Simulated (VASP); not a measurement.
# P (Fm-3m) in VASP: notebook

The runs below take P through single point, with r2SCAN.

Program: VASP 6.6.1. These are calculated values, not measurements. Logs are shortened: lines on timing, memory, paths and dates and some standing lists are left out, and cuts for length are marked.

### Step 1. The cell of the first run

Symmetry: Fm-3m, No. 225, cubic system. Conventional cell: a = 3.517 Å, b = 3.517 Å, c = 3.517 Å, α = 90.00°, β = 90.00°, γ = 90.00°. P (site symmetry m-3m) has 12 P at 2.49 Å within 3.3 Å.

This isn't the form of P at room conditions, which is orthorhombic.

### Step 2. Single point, r2SCAN

Contents of POSCAR:

```
P
1.0
    0.0000000000      1.7584796471      1.7584796471
    1.7584796471      0.0000000000      1.7584796471
    1.7584796471      1.7584796471      0.0000000000
P
1
Direct
    0.0000000000      0.0000000000      0.0000000000
```

Contents of INCAR.step1:

```
SYSTEM = P
  PREC = Accurate
  ENCUT = 550
  ISMEAR = 0
  SIGMA = 0.05
  LREAL = .FALSE.
  LASPH = .TRUE.
  NELM = 120
  NBANDS = 8
  GGA = PE
  ALGO = Normal
  EDIFF = 1E-5
  LWAVE = .TRUE.
  LCHARG = .FALSE.
  GGA_COMPAT = .FALSE.
```

Contents of INCAR.step2:

```
SYSTEM = P
  PREC = Accurate
  ENCUT = 550
  EDIFF = 1E-6
  ISMEAR = 0
  SIGMA = 0.05
  LREAL = .FALSE.
  LASPH = .TRUE.
  NELM = 120
  ALGO = Normal
  ISIF = 2
  LWAVE = .FALSE.
  LCHARG = .FALSE.
  METAGGA = R2SCAN
  LMIXTAU = .TRUE.
  NBANDS = 8
  ISTART = 1
  GGA_COMPAT = .FALSE.
```

Contents of KPOINTS:

```
regular mesh
0
G
  19 19 19
  0 0 0
```

Potentials or basis: VASP PAW PBE potentials, release 64 (P).

Launch:

```sh
cat potpaw_PBE.64/P/POTCAR > POTCAR
cp INCAR.step1 INCAR
mpirun -np 1 vasp_std > vasp.out
cp INCAR.step2 INCAR
mpirun -np 1 vasp_std > vasp.out
```

OUTCAR:

```text
SYSTEM = P
   PREC = Accurate
   ENCUT = 550
   EDIFF = 1E-6
   ISMEAR = 0
   LREAL = .FALSE.
   LASPH = .TRUE.
   NELM = 120
   ISIF = 2
   METAGGA = R2SCAN
   ISTART = 1

 ion  position               nearest neighbor table
   1  0.000  0.000  0.000-

  LATTYP: Found a face centered cubic cell.
 ALAT       =     3.5169592942

  Lattice vectors:

 A1 = (   0.0000000000,   1.7584796471,   1.7584796471)
 A2 = (   1.7584796471,   0.0000000000,   1.7584796471)
 A3 = (   1.7584796471,   1.7584796471,   0.0000000000)

Analysis of symmetry for initial positions (statically):
=====================================================================
 Subroutine PRICEL returns:
 Original cell was already a primitive cell.

 Routine SETGRP: Setting up the symmetry group for a
 face centered cubic supercell.

 Subroutine GETGRP returns: Found 48 space group operations
 (whereof 48 operations were pure point group operations)
 out of a pool of 48 trial point group operations.

The static configuration has the point symmetry O_h .

Analysis of symmetry for dynamics (positions and initial velocities):
=====================================================================
 Subroutine PRICEL returns:
 Original cell was already a primitive cell.

 Routine SETGRP: Setting up the symmetry group for a
 face centered cubic supercell.

 Subroutine GETGRP returns: Found 48 space group operations
 (whereof 48 operations were pure point group operations)
 out of a pool of 48 trial point group operations.

The dynamic configuration has the point symmetry O_h .

 Subroutine INISYM returns: Found 48 space group operations
 (whereof 48 operations are pure point group operations),
 and found     1 'primitive' translations

----------------------------------------------------------------------------------------

                                     Primitive cell

  volume of cell :      10.8753

  direct lattice vectors                    reciprocal lattice vectors
     0.000000000  1.758479647  1.758479647    -0.284336529  0.284336529  0.284336529
     1.758479647  0.000000000  1.758479647     0.284336529 -0.284336529  0.284336529
     1.758479647  1.758479647  0.000000000     0.284336529  0.284336529 -0.284336529

  length of vectors
     2.486865766  2.486865766  2.486865766     0.492485315  0.492485315  0.492485315

  position of ions in fractional coordinates (direct lattice)
     0.000000000  0.000000000  0.000000000

  ion indices of the primitive-cell ions
   primitive index   ion index
                 1           1

----------------------------------------------------------------------------------------

 KPOINTS: regular mesh

Automatic generation of k-mesh.
 Grid dimensions read from file:
 generate k-points for:   19   19   19

 Generating k-lattice:

  Cartesian coordinates                     Fractional coordinates (reciprocal lattice)
    -0.014965080  0.014965080  0.014965080     0.052631579  0.000000000  0.000000000
     0.014965080 -0.014965080  0.014965080     0.000000000  0.052631579  0.000000000
     0.014965080  0.014965080 -0.014965080     0.000000000  0.000000000  0.052631579

  Length of vectors
     0.025920280  0.025920280  0.025920280

  Shift w.r.t. Gamma in fractional coordinates (k-lattice)
     0.000000000  0.000000000  0.000000000

 Subroutine IBZKPT returns following result:
 ===========================================

 Found    220 irreducible k-points:

 Following reciprocal coordinates:
            Coordinates               Weight
  0.000000  0.000000  0.000000      1.000000
  0.052632  0.000000  0.000000      8.000000
  0.105263  0.000000  0.000000      8.000000
  0.157895  0.000000  0.000000      8.000000
  0.210526  0.000000  0.000000      8.000000
  0.263158  0.000000  0.000000      8.000000
[... 16 lines left out ...]
 -0.315789  0.052632  0.000000     24.000000
 -0.263158  0.052632  0.000000     24.000000
 [... further k-points ...]
   k-points           NKPTS =    220   k-points in BZ     NKDIM =    220   number of bands    NBANDS=      8
   number of dos      NEDOS =    301   number of ions     NIONS =      1
   total plane-waves  NPLWV =   8000
   dimension x,y,z NGX =    20 NGY =   20 NGZ =   20
   dimension x,y,z NGXF=    40 NGYF=   40 NGZF=   40
   ions per type =               1
   NGX,Y,Z   is equivalent  to a cutoff of  13.37, 13.37, 13.37 a.u.
   NGXF,Y,Z  is equivalent  to a cutoff of  26.74, 26.74, 26.74 a.u.
 SYSTEM =  P
   PREC   = accura    normal or accurate (medium, high low for compatibility)
   ISTART =      1    job   : 0-new  1-cont  2-samecut
   ICHARG =      0    charge: 1-file 2-atom 10-const
   ISPIN  =      1    spin polarized calculation?
   LNONCOLLINEAR =      F non collinear calculations
   LSORBIT =      F    spin-orbit coupling
   LASPH  =      T    aspherical Exc in radial PAW
   ENCUT  =  550.0 eV  40.42 Ry    6.36 a.u.   4.76  4.76  4.76*2*pi/ulx,y,z
   NELM   =    120;   NELMIN=  2; NELMDL=  0     # of ELM steps
   EDIFF  = 0.1E-05   stopping-criterion for ELM
   LREAL  =      F    real-space projection
[... 7 lines left out ...]
   TEBEG  =    0.0;   TEEND  =   0.0 temperature during run
   PSTRESS=    0.0 pullay stress
   NELECT =       5.0000    total number of electrons
   NUPDOWN=      -1.0000    fix difference up-down
   EMIN   =  10.00;   EMAX   =-10.00  energy-range for DOS
   EFERMI =   0.00;   METHOD = LEGACY
   ISMEAR =     0;   SIGMA  =   0.05  broadening in eV -4-tet -1-fermi 0-gaus
   EFERMI_NEDOS =   21; number of points for ismear=-14 and -15
   IALGO  =     38    algorithm
   IMIX   =      4    mixing-type and parameters
     AMIX     =   0.40;   BMIX     =  1.00
     AMIX_MAG =   1.60;   BMIX_MAG =  1.00
  volume/ion in A,a.u.               =      10.88        73.39
  Fermi-wavevector in a.u.,A,eV,Ry     =   1.263526  2.387718 21.721670  1.596498
  Thomas-Fermi vector in A             =   2.396878
   LORBIT       =      0    0 simple, 1 ext, 2 COOP (PROOUT), +10 PAW based schemes
   METAGGA = R2SCAN    functional components
   LHFCALC =     F    Hartree Fock is set to
   AEXX    =    0.0000 exact exchange contribution
   IVDW    =     0    specifies the selected vdW correction
   LEPSILON=     F    determine dielectric tensor
   LRPA    =     F    only Hartree local field effects (RPA)
 non-spin polarized calculation
 Gauss-broadening in eV      SIGMA  =   0.05
  energy-cutoff  :      550.00
  volume of cell :       10.88
 maximum number of plane-waves:       331
   NGX =  9   NGY =  9   NGZ =  9

 number of electron       5.0000001 magnetization

 Free energy of the ion-electron system (eV)
  ---------------------------------------------------
  ext. energy  EPLUGINS =         0.00000000
  ---------------------------------------------------
  free energy    TOTEN  =        -7.43318160 eV

  energy without entropy =       -7.43261506  energy(sigma->0) =       -7.43289833

 E-fermi :  14.5552     XC(G=0): -13.7335

 val. band max:       14.5339573737   @ k =  -0.2105   0.2105   0.0526
 cond. band min:      14.5753122016   @ k =  -0.2105   0.0526   0.0000
 fundamental gap:      0.0413548279
 Fermi energy:        14.5552125266

 k-point     1 :       0.0000    0.0000    0.0000
  band No.  band energies     occupation
      1      -6.4235      2.00000
      2      25.0239      0.00000
      3      25.0239      0.00000
      4      25.0239      0.00000
      5      27.2099      0.00000
      6      27.2099      0.00000
      7      27.2099      0.00000
      8      34.6761      0.00000

 k-point     2 :       0.0526    0.0000    0.0000
  band No.  band energies     occupation
      1      -6.3220      2.00000
      2      23.4930      0.00000
      3      24.6370      0.00000
      4      24.6370      0.00000
      5      27.7162      0.00000
      6      27.7162      0.00000
      7      27.9397      0.00000
      8      35.2206      0.00000

 k-point     3 :       0.1053    0.0000    0.0000
  band No.  band energies     occupation
      1      -6.0175      2.00000
      2      20.9040      0.00000
      3      23.9508      0.00000
      4      23.9508      0.00000
      5      28.4788      0.00000
      6      28.7014      0.00000
      7      28.7014      0.00000
      8      34.2605      0.00000

 k-point     4 :       0.1579    0.0000    0.0000
  band No.  band energies     occupation
      1      -5.5110      2.00000
      2      18.1415      0.00000
      3      23.3073      0.00000
      4      23.3073      0.00000
      5      28.6116      0.00000
      6      29.5221      0.00000
      7      29.5221      0.00000
      8      33.5298      0.00000

 k-point     5 :       0.2105    0.0000    0.0000
  band No.  band energies     occupation
      1      -4.8038      2.00000
      2      15.3967      0.00000
      3      22.7834      0.00000
      4      22.7834      0.00000
      5      28.5865      0.00000
      6      29.4574      0.00000
      7      29.4574      0.00000
      8      33.8995      0.00000

 k-point     6 :       0.2632    0.0000    0.0000
  band No.  band energies     occupation
      1      -3.8980      2.00000
      2      12.7447      2.00000
      3      22.3950      0.00000
      4      22.3950      0.00000
      5      28.5369      0.00000
      6      28.6526      0.00000
      7      28.6526      0.00000
      8      35.2937      0.00000

 k-point     7 :       0.3158    0.0000    0.0000
  band No.  band energies     occupation
      1      -2.7965      2.00000
      2      10.2231      2.00000
      3      22.1384      0.00000
      4      22.1384      0.00000
      5      27.7159      0.00000
      6      27.7159      0.00000
      7      28.5222      0.00000
      8      35.1854      0.00000

 k-point     8 :       0.3684    0.0000    0.0000
  band No.  band energies     occupation
      1      -1.5041      2.00000
      2       7.8547      2.00000
      3      21.9965      0.00000
      4      21.9965      0.00000
      5      26.8927      0.00000
      6      26.8927      0.00000
      7      28.5584      0.00000
      8      34.2241      0.00000

 k-point     9 :       0.4211    0.0000    0.0000
  band No.  band energies     occupation
      1      -0.0315      2.00000
      2       5.6604      2.00000
      3      21.9393      0.00000
      4      21.9393      0.00000
      5      26.2856      0.00000
      6      26.2856      0.00000
      7      28.6277      0.00000
      8      33.5158      0.00000

 k-point    10 :       0.4737    0.0000    0.0000
  band No.  band energies     occupation
      1       1.5565      2.00000
      2       3.7103      2.00000
      3      21.9268      0.00000
      4      21.9268      0.00000
      5      25.9610      0.00000
      6      25.9610      0.00000
      7      28.6847      0.00000
      8      33.1332      0.00000
[... 78 lines left out ...]
 k-point    18 :       0.4211    0.0526    0.0000
  band No.  band energies     occupation
      1      -0.4527      2.00000
      2       6.4551      2.00000
      3      21.0381      0.00000
      4      21.6293      0.00000
      5      25.5249      0.00000
      6      27.5140      0.00000
      7      29.3044      0.00000
      8      34.5153      0.00000

 k-point    19 :       0.4737    0.0526    0.0000
  band No.  band energies     occupation
      1       1.1172      2.00000
      2       4.4034      2.00000
      3      21.2322      0.00000
      4      21.2363      0.00000
      5      25.4696      0.00000
      6      26.8827      0.00000
      7      29.3262      0.00000
      8      34.0773      0.00000

 k-point    20 :      -0.4737    0.0526    0.0000
  band No.  band energies     occupation
      1       2.0796      2.00000
      2       3.3203      2.00000
      3      20.8804      0.00000
      4      21.5366      0.00000
      5      25.7158      0.00000
      6      26.4745      0.00000
      7      29.3034      0.00000
      8      33.9851      0.00000

 k-point    21 :      -0.4211    0.0526    0.0000
  band No.  band energies     occupation
      1       0.5819      2.00000
      2       5.0593      2.00000
      3      20.6065      0.00000
      4      21.9169      0.00000
      5      26.2215      0.00000
      6      26.3283      0.00000
      7      29.2293      0.00000
      8      34.2538      0.00000

 k-point    22 :      -0.3684    0.0526    0.0000
  band No.  band energies     occupation
      1      -0.9439      2.00000
      2       7.1866      2.00000
      3      20.4500      0.00000
      4      22.3335      0.00000
      5      26.4794      0.00000
      6      26.9459      0.00000
      7      29.1371      0.00000
      8      34.8341      0.00000

 k-point    23 :      -0.3158    0.0526    0.0000
  band No.  band energies     occupation
      1      -2.2977      2.00000
      2       9.4978      2.00000
      3      20.4334      0.00000
      4      22.7605      0.00000
      5      26.9362      0.00000
      6      27.8484      0.00000
      7      29.0667      0.00000
      8      35.6198      0.00000

 k-point    24 :      -0.2632    0.0526    0.0000
  band No.  band energies     occupation
      1      -3.4631      2.00000
      2      11.9679      2.00000
      3      20.5695      0.00000
      4      23.2025      0.00000
      5      27.6460      0.00000
      6      28.8703      0.00000
      7      29.0375      0.00000
      8      34.5209      0.00000

 [... further k-points ...]

------------------------ aborting loop because EDIFF is reached ----------------------------------------

  FORCE on cell =-STRESS in cart. coord.  units (eV):
  Direction    XX          YY          ZZ          XY          YZ          ZX
  --------------------------------------------------------------------------------------
  -------------------------------------------------------------------------------------
  Total        3.0140879      3.0140879      3.0140879     -0.0000000     -0.0000000      0.0000000
  in kB      444.0424194    444.0424194    444.0424194     -0.0000000     -0.0000000      0.0000000
  external PRESSURE =     444.0424194 kB  Pullay stress =       0.0000000 kB

 VOLUME and BASIS-vectors are now :
 -----------------------------------------------------------------------------
  energy-cutoff  :      550.00
  volume of cell :       10.88
      direct lattice vectors                 reciprocal lattice vectors
     0.000000000  1.758479647  1.758479647    -0.284336529  0.284336529  0.284336529
     1.758479647  0.000000000  1.758479647     0.284336529 -0.284336529  0.284336529
     1.758479647  1.758479647  0.000000000     0.284336529  0.284336529 -0.284336529

 POSITION                                       TOTAL-FORCE (eV/Angst)
 -----------------------------------------------------------------------------------
      0.00000      0.00000      0.00000        -0.000000     -0.000000     -0.000000
 -----------------------------------------------------------------------------------
    total drift:                                0.000000      0.000000     -0.000000

  FREE ENERGIE OF THE ION-ELECTRON SYSTEM (eV)
  ---------------------------------------------------
  free  energy   TOTEN  =        -7.4331815965 eV

  energy  without entropy=       -7.4326150647  energy(sigma->0) =       -7.43289833
```

Wall time 72 s (1 thread of AMD EPYC 7R43 (Zen 3), shared host); peak memory 0.09 GiB.

Results:

| Quantity | Value |
| --- | --- |
| Free energy | -7.4332 eV |
| Pressure | 44.4 GPa |
| Band gap on the k mesh | zero (an odd number of electrons rules out a gap without spin polarisation) |

Caveat: the cell stands under pressure; the PAW data sets were made with another functional, which shifts forces and pressure a little.

[end of part 1 of 2]
